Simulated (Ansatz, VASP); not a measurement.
**Two plane-wave programs on LiF**

INCAR

```
SYSTEM = LiF
ALGO = Normal
EDIFF = 1E-6
ENCUT = 520
GGA = PE
ISIF = 2
ISMEAR = 0
LASPH = .TRUE.
LCHARG = .TRUE.
LELF = .TRUE.
LREAL = .FALSE.
LVHAR = .TRUE.
LWAVE = .FALSE.
NBANDS = 18
NELM = 100
PREC = Accurate
SIGMA = 0.05
```

File KPOINTS:

```
k-points
0
G
  9 9 6
  0 0 0
```

File POSCAR:

```
LiF
1.0
    3.1599600852      0.0000000000      0.0000000000
   -1.5799800426      2.7366057088      0.0000000000
    0.0000000000      0.0000000000      4.7968194094
Li F
2 2
Direct
    0.3333333333      0.6666666667      0.3504708074
    0.6666666667      0.3333333333      0.8504708074
    0.3333333333      0.6666666667      0.9939266766
    0.6666666667      0.3333333333      0.4939266766
```

Input for Ansatz:

```yaml
crystal:
  lattice:
    - [3.1599600852, 0.0, 0.0]
    - [-1.5799800426, 2.7366057088, 0.0]
    - [0.0, 0.0, 4.7968194094]
  atoms:
    - { symbol: Li, position: [0.3333333333, 0.6666666667, 0.3504708074] }
    - { symbol: Li, position: [0.6666666667, 0.3333333333, 0.8504708074] }
    - { symbol: F, position: [0.3333333333, 0.6666666667, 0.9939266766] }
    - { symbol: F, position: [0.6666666667, 0.3333333333, 0.4939266766] }
basis:
  ecutwfc: 520.0
kpoints:
  mp_grid: { grid: [9, 9, 6] }
hamiltonian:
  xc: pbe
scf:
  occupations: { method: gaussian, width: 0.05 }
output:
  forces: true
  stress: true
  eigenvalues: true
  write_density: true
  write_potential: true
  elf: true
  volumetric_format: npy
```

Alike in both runs: task single point; functional PBE; k mesh 9 × 9 × 6; occupations gaussian, width 0.05 eV; no spin polarisation.

|  | VASP | Ansatz |
| --- | --- | --- |
| version | VASP 6.6.1 | Ansatz 0.2.0 |
| potentials or method | VASP PAW PBE potentials, release 64 (Li_sv, F), cutoff 520 eV | scalar-relativistic, plane waves, PAW |
| valence electrons in the cell | 20 | 20 |

```csv
,VASP,Ansatz,Ansatz less VASP
gap on the k mesh at the Fermi level (eV),7.64,7.65,+0.012
least direct gap on the mesh (eV),7.64,7.65,+0.012
rms of the force components (eV/Å),0.532,0.505,-0.0268
```

Atom by atom the forces differ by 0.027 eV/Å (rms over components).

Noted on VASP's run: the cutoff is under 1.25 times that of the potentials, so the pressure is a little rough.
